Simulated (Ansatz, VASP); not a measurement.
## One calculation of CaO, two programs

```
CELL_PARAMETERS angstrom
0.00000 2.40650 2.40650
2.40650 0.00000 2.40650
2.40650 2.40650 0.00000
ATOMIC_POSITIONS crystal
Ca 0.00000 0.00000 0.00000
O 0.50000 0.50000 0.50000
```

Alike in both runs: task single point; functional PBEsol; k mesh 4 × 4 × 4; no spin polarisation.

|  | VASP | Ansatz |
| --- | --- | --- |
| version | VASP 6.6.1 | Ansatz 0.2.0 |
| potentials or method | VASP PAW PBE potentials, release 64 (Ca_sv, O) | plane waves, PAW |
| plane-wave cutoff (eV) | 600 | 420 |
| occupations | gaussian, width 0.01 eV | fixed |
| valence electrons in the cell | 16 | 16 |

|  | VASP | Ansatz | Ansatz less VASP |
| --- | --- | --- | --- |
| gap on the k mesh at the Fermi level (eV) | 3.53 | 3.55 | +0.020 |

VASP's potentials were made for PBE, not for PBEsol.

The k mesh is coarse, so the values compare programs but aren't converged.
